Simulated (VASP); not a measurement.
# C (P6_3/mmc) in VASP: notebook

The runs below take C through single point, with PBE.

All numbers are computed with VASP 6.6.1; they aren't measurements. Logs are shortened: lines on timing, memory, paths and dates and some standing lists are left out, and cuts for length are marked.

## (1) The cell of the first run

It takes space group P6_3/mmc (No. 194, hexagonal). Conventional cell: a = 2.441 Å, b = 2.441 Å, c = 5.896 Å, α = 90.00°, β = 90.00°, γ = 120.00°. C (site symmetry -6m2) has 3 C at 1.41 Å within 1.9 Å. C (site symmetry -6m2) has 3 C at 1.41 Å within 1.9 Å.

## (2) Single point, PBE

File INCAR:

```
SYSTEM = C
ALGO = Normal ; EDIFF = 1E-6
ENCUT = 520 ; GGA = PE
ISIF = 2 ; ISMEAR = -1
LASPH = .TRUE. ; LCHARG = .FALSE.
LREAL = .FALSE. ; LWAVE = .FALSE.
NBANDS = 16 ; NELM = 60
PREC = Accurate ; SIGMA = 0.1
```

File KPOINTS:

```
k-points
0
G
  15 15 5
  0 0 0
```

File POSCAR:

```
C
1.0
    2.4413550326      0.0000000000      0.0000000000
   -1.2206775163      2.1142754779      0.0000000000
    0.0000000000      0.0000000000      5.8964449019
C
4
Direct
    0.0000000000      0.0000000000      0.2500000000
    0.0000000000      0.0000000000      0.7500000000
    0.3333333333      0.6666666667      0.2500000000
    0.6666666667      0.3333333333      0.7500000000
```

Potentials or basis: VASP PAW PBE potentials, release 64 (C).

Started as:

```
cat potpaw_PBE.64/C/POTCAR > POTCAR
mpirun -np 1 vasp_std > vasp.out
```

OUTCAR:

```text
SYSTEM = C
   EDIFF = 1E-6
   ENCUT = 520
   GGA = PE
   ISIF = 2
   ISMEAR = -1
   LASPH = .TRUE.
   LREAL = .FALSE.
   NELM = 60
   PREC = Accurate

 ion  position               nearest neighbor table
   1  0.000  0.000  0.250-   3 1.41   3 1.41   3 1.41
   2  0.000  0.000  0.750-   4 1.41   4 1.41   4 1.41
   3  0.333  0.667  0.250-   1 1.41   1 1.41   1 1.41
   4  0.667  0.333  0.750-   2 1.41   2 1.41   2 1.41

  LATTYP: Found a hexagonal cell.
 ALAT       =     2.4413550326
 C/A-ratio  =     2.4152345002

  Lattice vectors:

 A1 = (   2.4413550326,   0.0000000000,   0.0000000000)
 A2 = (  -1.2206775163,   2.1142754779,   0.0000000000)
 A3 = (   0.0000000000,   0.0000000000,   5.8964449019)

Analysis of symmetry for initial positions (statically):
=====================================================================
 Subroutine PRICEL returns:
 Original cell was already a primitive cell.

 Routine SETGRP: Setting up the symmetry group for a
 hexagonal supercell.

 Subroutine GETGRP returns: Found 24 space group operations
 (whereof 12 operations were pure point group operations)
 out of a pool of 24 trial point group operations.

The static configuration has the point symmetry D_3d.
 The point group associated with its full space group is D_6h.

Analysis of symmetry for dynamics (positions and initial velocities):
=====================================================================
 Subroutine PRICEL returns:
 Original cell was already a primitive cell.

 Routine SETGRP: Setting up the symmetry group for a
 hexagonal supercell.

 Subroutine GETGRP returns: Found 24 space group operations
 (whereof 12 operations were pure point group operations)
 out of a pool of 24 trial point group operations.

The dynamic configuration has the point symmetry D_3d.
 The point group associated with its full space group is D_6h.

 Subroutine INISYM returns: Found 24 space group operations
 (whereof 12 operations are pure point group operations),
 and found     1 'primitive' translations

----------------------------------------------------------------------------------------

                                     Primitive cell

  volume of cell :      30.4357

  direct lattice vectors                    reciprocal lattice vectors
     2.441355033  0.000000000  0.000000000     0.409608593  0.236487631  0.000000000
[... 90 lines left out ...]
   EDIFF  = 0.1E-05   stopping-criterion for ELM
   LREAL  =      F    real-space projection
   EDIFFG = 0.1E-04   stopping-criterion for IOM
   NSW    =      0    number of steps for IOM
   IBRION =     -1    ionic relax: 0-MD 1-quasi-New 2-CG
   NFREE  =      0    steps in history (QN), initial steepest desc. (CG)
   ISIF   =      2    stress and relaxation
   ISYM   =      2    0-nonsym 1-usesym 2-fastsym
   POTIM  = 0.5000    time-step for ionic-motion
   TEBEG  =    0.0;   TEEND  =   0.0 temperature during run
   PSTRESS=    0.0 pullay stress
   NELECT =      16.0000    total number of electrons
   NUPDOWN=      -1.0000    fix difference up-down
   EMIN   =  10.00;   EMAX   =-10.00  energy-range for DOS
   EFERMI =   0.00;   METHOD = LEGACY
   ISMEAR =    -1;   SIGMA  =   0.10  broadening in eV -4-tet -1-fermi 0-gaus
   EFERMI_NEDOS =   21; number of points for ismear=-14 and -15
   IALGO  =     38    algorithm
   IMIX   =      4    mixing-type and parameters
     AMIX     =   0.40;   BMIX     =  1.00
     AMIX_MAG =   1.60;   BMIX_MAG =  1.00
  volume/ion in A,a.u.               =       7.61        51.35
  Fermi-wavevector in a.u.,A,eV,Ry     =   1.321257  2.496813 23.751957  1.745720
  Thomas-Fermi vector in A             =   2.451024
   LORBIT       =      0    0 simple, 1 ext, 2 COOP (PROOUT), +10 PAW based schemes
   GGA     = PE    functional components
   LHFCALC =     F    Hartree Fock is set to
   AEXX    =    0.0000 exact exchange contribution
   IVDW    =     0    specifies the selected vdW correction
   LEPSILON=     F    determine dielectric tensor
   LRPA    =     F    only Hartree local field effects (RPA)
 non-spin polarized calculation
  energy-cutoff  :      520.00
  volume of cell :       30.44
 maximum number of plane-waves:       843
   NGX =  9   NGY =  9   NGZ = 21

 number of electron      15.9999997 magnetization

 Free energy of the ion-electron system (eV)
  ---------------------------------------------------
  ext. energy  EPLUGINS =         0.00000000
  ---------------------------------------------------
  free energy    TOTEN  =       -36.61333673 eV

  energy without entropy =      -36.61050585  energy(sigma->0) =      -36.61192129

 E-fermi :   6.0382     XC(G=0): -11.2791

 val. band max:        6.0114091613   @ k =   0.3333   0.3333   0.2000
 cond. band min:       6.0846874419   @ k =   0.3333   0.3333   0.4000
 fundamental gap:      0.0732782805
 Fermi energy:         6.0381911385

 k-point     1 :       0.0000    0.0000    0.0000
  band No.  band energies     occupation
      1     -14.0173      2.00000
      2     -13.2667      2.00000
      3      -3.2926      2.00000
      4       0.2905      2.00000
      5       3.0823      2.00000
      6       3.0823      2.00000
[... 433 lines left out ...]
      3      -6.7511      2.00000
      4      -6.5898      2.00000
      5      -2.9844      2.00000
      6      -2.6924      2.00000
[... 8 lines left out ...]
     15      18.8012      0.00000
     16      19.3274      0.00000

 [... further k-points ...]

------------------------ aborting loop because EDIFF is reached ----------------------------------------

  FORCE on cell =-STRESS in cart. coord.  units (eV):
  Direction    XX          YY          ZZ          XY          YZ          ZX
  --------------------------------------------------------------------------------------
  -------------------------------------------------------------------------------------
  Total        2.7905495      2.7905495      2.6004190      0.0000000     -0.0000000      0.0000000
  in kB      146.8985650    146.8985650    136.8898219      0.0000000     -0.0000000      0.0000000
  external PRESSURE =     143.5623173 kB  Pullay stress =       0.0000000 kB

 VOLUME and BASIS-vectors are now :
 -----------------------------------------------------------------------------
  energy-cutoff  :      520.00
  volume of cell :       30.44
      direct lattice vectors                 reciprocal lattice vectors
     2.441355033  0.000000000  0.000000000     0.409608593  0.236487631  0.000000000
    -1.220677516  2.114275478  0.000000000     0.000000000  0.472975263  0.000000000
     0.000000000  0.000000000  5.896444902     0.000000000  0.000000000  0.169593716

 POSITION                                       TOTAL-FORCE (eV/Angst)
 -----------------------------------------------------------------------------------
      0.00000      0.00000      1.47411        -0.000000      0.000000      0.000000
      0.00000      0.00000      4.42233         0.000000     -0.000000      0.000000
     -0.00000      1.40952      1.47411         0.000000     -0.000000     -0.000000
      1.22068      0.70476      4.42233        -0.000000      0.000000     -0.000000
 -----------------------------------------------------------------------------------
    total drift:                                0.000000     -0.000000      0.000000

  FREE ENERGIE OF THE ION-ELECTRON SYSTEM (eV)
  ---------------------------------------------------
  free  energy   TOTEN  =       -36.6133367268 eV

  energy  without entropy=      -36.6105058460  energy(sigma->0) =      -36.61192129
```

OSZICAR:

```text
N       E                     dE             d eps       ncg     rms          rms(c)
DAV:   1     0.281764191023E+02    0.28176E+02   -0.81730E+03  2592   0.944E+02
DAV:   2    -0.368147046979E+02   -0.64991E+02   -0.59454E+02  3680   0.191E+02
DAV:   3    -0.390464304483E+02   -0.22317E+01   -0.22224E+01  3312   0.317E+01
DAV:   4    -0.390615492414E+02   -0.15119E-01   -0.15113E-01  3312   0.315E+00
DAV:   5    -0.390617465622E+02   -0.19732E-03   -0.19731E-03  3304   0.342E-01    0.927E+00
DAV:   6    -0.371854980839E+02    0.18762E+01   -0.12416E+00  3184   0.724E+00    0.539E+00
DAV:   7    -0.366057897644E+02    0.57971E+00   -0.14364E+00  3296   0.799E+00    0.155E+00
DAV:   8    -0.366140482469E+02   -0.82585E-02   -0.80725E-02  3080   0.168E+00    0.332E-01
DAV:   9    -0.366131988876E+02    0.84936E-03   -0.14010E-03  3264   0.280E-01    0.750E-02
DAV:  10    -0.366133569787E+02   -0.15809E-03   -0.38322E-04  3032   0.135E-01    0.692E-02
DAV:  11    -0.366133363460E+02    0.20633E-04   -0.38507E-05  3360   0.424E-02    0.271E-03
DAV:  12    -0.366133367268E+02   -0.38088E-06   -0.14938E-06  2992   0.855E-03
   1 F= -.36613337E+02 E0= -.36611921E+02  d E =-.283088E-02
```

stdout:

```text
POSCAR found type information on POSCAR C
 POSCAR found :  1 types and       4 ions
 scaLAPACK will be used
 LDA part: xc-table for (Slater+PW92), standard interpolation
 POSCAR, INCAR and KPOINTS ok, starting setup
 FFT: planning ... GRIDC
 FFT: planning ... GRID_SOFT
 FFT: planning ... GRID
 WAVECAR not read
 entering main loop
```

Run time: 14 s. Hardware: 1 thread of Intel Xeon 6975P-C (Granite Rapids), shared host; peak memory 0.15 GiB.

What came out:

```yaml
Free_energy: -36.6133 eV
Pressure: 14.4 GPa
Band_gap_on_the_k_mesh: zero (band 8 reaches 6.08 eV, above the bottom of band 9 at 5.97 eV)
```

Stress tensor (GPa, compression positive):
```
14.69  0.00  0.00
 0.00 14.69  0.00
 0.00  0.00 13.69
```

Levels at points of the mesh, in eV from the Fermi level:
```tsv
k point	band 4	band 5	band 6	band 7	band 8	band 9	band 10	band 11	band 12	band 13
(0.00, 0.00, 0.00)	-5.75	-2.96	-2.96	-2.89	-2.89	5.67	8.53	8.53	8.67	8.67
```

## (3) Single point, PBE

File INCAR:

```
  ALGO = Normal
  EDIFF = 1E-6
  ENCUT = 520
  GGA = PE
  ISIF = 2
  ISMEAR = -4
  LASPH = T
  LCHARG = T
  LELF = T
  LREAL = F
  LVHAR = T
  LWAVE = F
  NBANDS = 16
  NELM = 100
  PREC = Accurate
  SIGMA = 0.1
```

File KPOINTS:

```
k-points
0
Gamma
  15 15 5
```

POSCAR is that of step 2.

Potentials or basis: VASP PAW PBE potentials, release 64 (C).

Started as:

```
cat potpaw_PBE.64/C/POTCAR > POTCAR
mpirun -np 1 vasp_std > vasp.out
```

Wall time 14 s (1 thread of Intel Xeon 6975P-C (Granite Rapids), shared host); peak memory 0.15 GiB.

The run converged. Its results:

```
Free energy            : -36.6107 eV
Pressure               : 14.4 GPa
Band gap on the k mesh : zero (band 8 reaches 6.08 eV, above the bottom of band 9 at 5.97 eV)
```

Stress tensor (GPa, compression positive):
```
14.69  0.00  0.00
 0.00 14.69  0.00
 0.00  0.00 13.70
```

Levels at points of the mesh, in eV from the Fermi level:
```csv
k point,band 6,band 7,band 8,band 9,band 10,band 11
"(0.00, 0.00, 0.00)",-2.95,-2.89,-2.89,5.67,8.53,8.53
```

(Part 1 of 2 ends here.)
